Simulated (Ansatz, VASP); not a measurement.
One calculation of CaSe, two programs

```
CELL_PARAMETERS angstrom
3.63478 0.03344 0.00000
0.03344 3.63478 0.00000
0.00000 0.00000 3.63478
ATOMIC_POSITIONS crystal
Ca 0.00000 0.00000 0.00000
Se 0.50000 0.50000 0.50000
```

Change from the starting cell: shear_xy strain +1.8%.

Alike in both runs: task single point; functional PBE; k mesh 8 × 8 × 8; occupations fermi-dirac, width 0.02 eV; no spin polarisation.

```csv
,VASP,Ansatz
version,VASP 6.6.1,Ansatz 0.2.0
potentials or method,"VASP PAW PBE potentials, release 64 (Ca_sv, Se)","plane waves, PAW"
plane-wave cutoff (eV),520,420
valence electrons in the cell,16,26
```

```tsv
	VASP	Ansatz	Ansatz less VASP
gap on the k mesh at the Fermi level (eV)	0.76	0.77	+0.007
pressure (GPa)	0.8	0.7	-0.16
```

VASP's potentials hold 16 valence electrons a cell and Ansatz's 26, so a difference there can come from the potentials and not from the codes.
